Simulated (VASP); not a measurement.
# VH2 (I4/mmm) in VASP: single point with PBEsol

Aim: the single point of VH2 with PBEsol.

Everything below comes from runs of VASP 6.6.1. Logs are shortened: lines on timing, memory, paths and dates and some standing lists are left out, and cuts for length are marked.

**1. The cell of the first run**

Symmetry: I4/mmm, No. 139, tetragonal system. The conventional cell has a = 3.131 Å, b = 3.131 Å, c = 4.184 Å, α = 90.00°, β = 90.00°, γ = 90.00°. V (site symmetry 4/mmm) has 8 H at 1.88 Å within 2.5 Å. H (site symmetry -4m2) has 4 V at 1.88 Å and 6 H at 2.09 to 2.21 Å within 2.5 Å.

**2. Single point, PBEsol, collinear spin, ferromagnetic start (Ti replaced by V, lengths x 0.981, strained)**

The input, INCAR:

```
PREC = Accurate
ENCUT = 520
EDIFF = 1E-6
ISMEAR = 0
SIGMA = 0.1
LREAL = F
LASPH = T
NELM = 150
ALGO = Normal
ISIF = 2
LWAVE = F
LCHARG = F
ISPIN = 2
MAGMOM = 2 0 0
LORBIT = 11
LMAXMIX = 4
GGA = PS
NBANDS = 18
```

The input, KPOINTS:

```
Automatic mesh
0
Gamma
  8 8 8
```

The input, POSCAR:

```
VH2
1.0
   -1.5655911128      1.5655911128      2.0921945751
    1.5655911128     -1.5655911128      2.0921945751
    1.5655911128      1.5655911128     -2.0921945751
V H
1 2
Direct
    0.0000000000      0.0000000000      0.0000000000
    0.7500000000      0.2500000000      0.5000000000
    0.2500000000      0.7500000000      0.5000000000
```

Potentials or basis: VASP PAW PBE potentials, release 64 (V_sv, H).

Started as:

```bash
cat potpaw_PBE.64/V_sv/POTCAR potpaw_PBE.64/H/POTCAR > POTCAR
mpirun -np 1 vasp_std > vasp.out
```

OUTCAR:

```text
PREC = Accurate
   ENCUT = 520
   EDIFF = 1E-6
   ISMEAR = 0
   LREAL = F
   LASPH = T
   NELM = 150
   ISIF = 2
   ISPIN = 2
   LORBIT = 11
   GGA = PS

 ion  position               nearest neighbor table
   1  0.000  0.000  0.000-   2 1.88   3 1.88   2 1.88   3 1.88   2 1.88   3 1.88   2 1.88   3 1.88

   2  0.750  0.250  0.500-   1 1.88   1 1.88   1 1.88   1 1.88
   3  0.250  0.750  0.500-   1 1.88   1 1.88   1 1.88   1 1.88

  LATTYP: Found a body centered tetragonal cell.
 ALAT       =     3.1311822256
 C/A-ratio  =     1.3363607892

  Lattice vectors:

 A1 = (  -1.5655911128,   1.5655911128,   2.0921945751)
 A2 = (   1.5655911128,  -1.5655911128,   2.0921945751)
 A3 = (   1.5655911128,   1.5655911128,  -2.0921945751)

Analysis of symmetry for initial positions (statically):
=====================================================================
 Subroutine PRICEL returns:
 Original cell was already a primitive cell.

 Routine SETGRP: Setting up the symmetry group for a
 body centered tetragonal supercell.

 Subroutine GETGRP returns: Found 16 space group operations
 (whereof 16 operations were pure point group operations)
 out of a pool of 16 trial point group operations.

The static configuration has the point symmetry D_4h.

Analysis of symmetry for dynamics (positions and initial velocities):
=====================================================================
 Subroutine PRICEL returns:
 Original cell was already a primitive cell.

 Routine SETGRP: Setting up the symmetry group for a
 body centered tetragonal supercell.

 Subroutine GETGRP returns: Found 16 space group operations
 (whereof 16 operations were pure point group operations)
 out of a pool of 16 trial point group operations.

The dynamic configuration has the point symmetry D_4h.

Analysis of structural, dynamic, and magnetic symmetry:
=====================================================================
 Subroutine PRICEL returns:
 Original cell was already a primitive cell.

 Routine SETGRP: Setting up the symmetry group for a
 body centered tetragonal supercell.

 Subroutine GETGRP returns: Found 16 space group operations
 (whereof 16 operations were pure point group operations)
 out of a pool of 16 trial point group operations.

The overall configuration has the point symmetry D_4h.

 Subroutine INISYM returns: Found 16 space group operations
 (whereof 16 operations are pure point group operations),
 and found     1 'primitive' translations

----------------------------------------------------------------------------------------

                                     Primitive cell

  volume of cell :      20.5125

  direct lattice vectors                    reciprocal lattice vectors
    -1.565591113  1.565591113  2.092194575     0.000000000  0.319368190  0.238983508
     1.565591113 -1.565591113  2.092194575     0.319368190  0.000000000  0.238983508
     1.565591113  1.565591113 -2.092194575     0.319368190  0.319368190  0.000000000

  length of vectors
     3.046215555  3.046215555  3.046215555     0.398884893  0.398884893  0.451654826

  position of ions in fractional coordinates (direct lattice)
     0.000000000  0.000000000  0.000000000
     0.750000000  0.250000000  0.500000000
     0.250000000  0.750000000  0.500000000

  ion indices of the primitive-cell ions
   primitive index   ion index
                 1           1
                 2           2
                 3           3

----------------------------------------------------------------------------------------

 KPOINTS: Automatic mesh

Automatic generation of k-mesh.
 Grid dimensions read from file:
 generate k-points for:    8    8    8

 Generating k-lattice:

  Cartesian coordinates                     Fractional coordinates (reciprocal lattice)
     0.000000000  0.039921024  0.029872939     0.125000000 -0.000000000  0.000000000
     0.039921024  0.000000000  0.029872939    -0.000000000  0.125000000  0.000000000
     0.039921024  0.039921024  0.000000000     0.000000000  0.000000000  0.125000000

  Length of vectors
     0.049860612  0.049860612  0.056456853

  Shift w.r.t. Gamma in fractional coordinates (k-lattice)
     0.000000000  0.000000000  0.000000000

 Subroutine IBZKPT returns following result:
 ===========================================

 Found     59 irreducible k-points:

 Following reciprocal coordinates:
            Coordinates               Weight
  0.000000  0.000000  0.000000      1.000000
  0.125000  0.000000 -0.000000      8.000000
  0.250000  0.000000 -0.000000      8.000000
  0.375000  0.000000 -0.000000      8.000000
  0.500000  0.000000 -0.000000      4.000000
  0.125000  0.125000 -0.000000      8.000000
[... 16 lines left out ...]
  0.250000  0.125000  0.125000     16.000000
  0.375000  0.125000  0.125000      8.000000
 [... further k-points ...]
   k-points           NKPTS =     59   k-points in BZ     NKDIM =     59   number of bands    NBANDS=     18
   number of dos      NEDOS =    301   number of ions     NIONS =      3
   total plane-waves  NPLWV =  13824
   dimension x,y,z NGX =    24 NGY =   24 NGZ =   24
   dimension x,y,z NGXF=    48 NGYF=   48 NGZF=   48
   ions per type =               1   2
   NGX,Y,Z   is equivalent  to a cutoff of  13.10, 13.10, 13.10 a.u.
   NGXF,Y,Z  is equivalent  to a cutoff of  26.20, 26.20, 26.20 a.u.
 SYSTEM =  unknown system
   PREC   = accura    normal or accurate (medium, high low for compatibility)
   ISTART =      0    job   : 0-new  1-cont  2-samecut
   ICHARG =      2    charge: 1-file 2-atom 10-const
   ISPIN  =      2    spin polarized calculation?
   LNONCOLLINEAR =      F non collinear calculations
   LSORBIT =      F    spin-orbit coupling
   LASPH  =      T    aspherical Exc in radial PAW
   ENCUT  =  520.0 eV  38.22 Ry    6.18 a.u.   5.66  5.66  5.66*2*pi/ulx,y,z
   NELM   =    150;   NELMIN=  2; NELMDL= -5     # of ELM steps
   EDIFF  = 0.1E-05   stopping-criterion for ELM
   LREAL  =      F    real-space projection
   EDIFFG = 0.1E-04   stopping-criterion for IOM
   NSW    =      0    number of steps for IOM
   IBRION =     -1    ionic relax: 0-MD 1-quasi-New 2-CG
   NFREE  =      0    steps in history (QN), initial steepest desc. (CG)
   ISIF   =      2    stress and relaxation
   ISYM   =      2    0-nonsym 1-usesym 2-fastsym
   POTIM  = 0.5000    time-step for ionic-motion
   TEBEG  =    0.0;   TEEND  =   0.0 temperature during run
   PSTRESS=    0.0 pullay stress
   NELECT =      15.0000    total number of electrons
   NUPDOWN=      -1.0000    fix difference up-down
   EMIN   =  10.00;   EMAX   =-10.00  energy-range for DOS
   EFERMI =   0.00;   METHOD = LEGACY
   ISMEAR =     0;   SIGMA  =   0.10  broadening in eV -4-tet -1-fermi 0-gaus
   EFERMI_NEDOS =   21; number of points for ismear=-14 and -15
   IALGO  =     38    algorithm
   IMIX   =      4    mixing-type and parameters
     AMIX     =   0.40;   BMIX     =  1.00
     AMIX_MAG =   1.60;   BMIX_MAG =  1.00
  volume/ion in A,a.u.               =       6.84        46.14
  Fermi-wavevector in a.u.,A,eV,Ry     =   1.474910  2.787177 29.597583  2.175361
  Thomas-Fermi vector in A             =   2.589624
   LORBIT       =     11    0 simple, 1 ext, 2 COOP (PROOUT), +10 PAW based schemes
   GGA     = PS    functional components
   LHFCALC =     F    Hartree Fock is set to
   AEXX    =    0.0000 exact exchange contribution
   IVDW    =     0    specifies the selected vdW correction
   LEPSILON=     F    determine dielectric tensor
   LRPA    =     F    only Hartree local field effects (RPA)
 spin polarized calculation
 Gauss-broadening in eV      SIGMA  =   0.10
  energy-cutoff  :      520.00
  volume of cell :       20.51
 maximum number of plane-waves:       564
   NGX = 11   NGY = 11   NGZ = 11

 number of electron      15.0000001 magnetization       0.0046638

 number of electron      15.0000001 magnetization      -0.0001341

 Free energy of the ion-electron system (eV)
  ---------------------------------------------------
  ext. energy  EPLUGINS =         0.00000000
  ---------------------------------------------------
  free energy    TOTEN  =       -16.90105022 eV

  energy without entropy =      -16.88995383  energy(sigma->0) =      -16.89550202

 E-fermi :   7.4013     XC(G=0): -12.0279

 val. band max:        7.3989418610   @ k =  -0.2500   0.2500   0.0000
 cond. band min:       7.4044523125   @ k =  -0.2500   0.5000   0.2500
 fundamental gap:      0.0055104515
 Fermi energy:         7.4013495574

 spin component 1

 k-point     1 :       0.0000    0.0000    0.0000
  band No.  band energies     occupation
      1     -56.9734      1.00000
      2     -30.8015      1.00000
      3     -30.8015      1.00000
      4     -30.7939      1.00000
      5      -3.5848      1.00000
      6       6.4268      1.00000
[... 10 lines left out ...]
     17      26.1361      0.00000
     18      26.1361      0.00000
[... 463 lines left out ...]
 k-point    24 :       0.3750    0.1250    0.1250
  band No.  band energies     occupation
      1     -56.9307      1.00000
      2     -31.0331      1.00000
      3     -30.9094      1.00000
      4     -30.8487      1.00000
      5       0.6874      1.00000
      6       1.7666      1.00000
[... 10 lines left out ...]
     17      28.8902      0.00000
     18      31.5524      0.00000

 [... further k-points ...]

 spin component 2

 k-point     1 :       0.0000    0.0000    0.0000
  band No.  band energies     occupation
      1     -56.9736      1.00000
      2     -30.8016      1.00000
      3     -30.8016      1.00000
      4     -30.7941      1.00000
      5      -3.5848      1.00000
      6       6.4267      1.00000
[... 10 lines left out ...]
     17      26.1361      0.00000
     18      26.1361      0.00000
[... 463 lines left out ...]
 k-point    24 :       0.3750    0.1250    0.1250
  band No.  band energies     occupation
      1     -56.9308      1.00000
      2     -31.0332      1.00000
      3     -30.9095      1.00000
      4     -30.8489      1.00000
      5       0.6874      1.00000
      6       1.7666      1.00000
[... 10 lines left out ...]
     17      28.8902      0.00000
     18      31.5524      0.00000

 [... further k-points ...]
[... 5 lines left out ...]
  --------------------------------------------------------------------------------------
  -------------------------------------------------------------------------------------
  Total       -2.7218768     -2.7218768     -1.7127088      0.0000000      0.0000000      0.0000000
  in kB     -212.5985440   -212.5985440   -133.7751203      0.0000000      0.0000000      0.0000000
  external PRESSURE =    -186.3240695 kB  Pullay stress =       0.0000000 kB

 VOLUME and BASIS-vectors are now :
 -----------------------------------------------------------------------------
  energy-cutoff  :      520.00
  volume of cell :       20.51
      direct lattice vectors                 reciprocal lattice vectors
    -1.565591113  1.565591113  2.092194575     0.000000000  0.319368190  0.238983508
     1.565591113 -1.565591113  2.092194575     0.319368190  0.000000000  0.238983508
     1.565591113  1.565591113 -2.092194575     0.319368190  0.319368190  0.000000000

 POSITION                                       TOTAL-FORCE (eV/Angst)
 -----------------------------------------------------------------------------------
      0.00000      0.00000      0.00000        -0.000000     -0.000000     -0.000000
      0.00000      1.56559      1.04610        -0.000000      0.000000     -0.000000
      1.56559      0.00000      1.04610         0.000000      0.000000      0.000000
 -----------------------------------------------------------------------------------
    total drift:                                0.000000      0.000000      0.000000

  FREE ENERGIE OF THE ION-ELECTRON SYSTEM (eV)
  ---------------------------------------------------
  free  energy   TOTEN  =       -16.9010502157 eV

  energy  without entropy=      -16.8899538276  energy(sigma->0) =      -16.89550202

 total charge

# of ion       s       p       d       tot
------------------------------------------
    1        2.199   6.195   3.114  11.509
    2        0.548   0.023   0.000   0.571
    3        0.548   0.023   0.000   0.571
--------------------------------------------------
tot          3.295   6.242   3.114  12.651

 magnetization (x)

# of ion       s       p       d       tot
------------------------------------------
    1       -0.000  -0.000  -0.000  -0.000
    2       -0.000  -0.000   0.000  -0.000
    3       -0.000  -0.000   0.000  -0.000
--------------------------------------------------
tot         -0.000  -0.000  -0.000  -0.000
```

Run time: 40 s. Hardware: 1 thread of AMD EPYC 7R13 (Zen 3), shared host; peak memory 0.14 GiB.

Results:

- Free energy: -16.9011 eV
- Pressure: -18.6 GPa
- Net moment: 0.00 μB per cell
- Valence electrons inside the program's atomic spheres: V 11.51; H 0.57

Levels at points of the mesh, in eV from the Fermi level:
Spin up:
```csv
k point,band 3,band 4,band 5,band 6,band 7,band 8,band 9,band 10,band 11,band 12
"(0.00, 0.00, 0.00)",-38.20,-38.20,-10.99,-0.97,-0.97,-0.73,0.48,0.82,1.21,15.23
"(0.50, 0.00, 0.00)",-38.25,-38.22,-7.46,-5.44,-0.96,-0.58,1.25,1.42,3.76,7.49
"(0.50, 0.50, 0.00)",-38.30,-38.27,-5.80,-5.73,-3.35,1.28,1.42,1.55,5.95,7.23
"(0.50, 0.50, 0.50)",-38.31,-38.31,-6.30,-4.91,-3.27,1.43,1.45,1.45,6.83,6.99
```
Spin down:
```tsv
k point	band 3	band 4	band 5	band 6	band 7	band 8	band 9	band 10	band 11	band 12
(0.00, 0.00, 0.00)	-38.20	-38.20	-10.99	-0.97	-0.97	-0.73	0.48	0.82	1.21	15.23
(0.50, 0.00, 0.00)	-38.25	-38.22	-7.46	-5.44	-0.96	-0.58	1.25	1.42	3.76	7.49
(0.50, 0.50, 0.00)	-38.30	-38.27	-5.80	-5.73	-3.35	1.28	1.42	1.55	5.95	7.23
(0.50, 0.50, 0.50)	-38.31	-38.31	-6.30	-4.91	-3.27	1.43	1.45	1.45	6.83	6.99
```

Caveat: the cell differs from its parent crystal (Ti replaced by V, lengths x 0.981, strained); the cell stands under tension; the PAW data sets were made with another functional, which shifts forces and pressure a little.
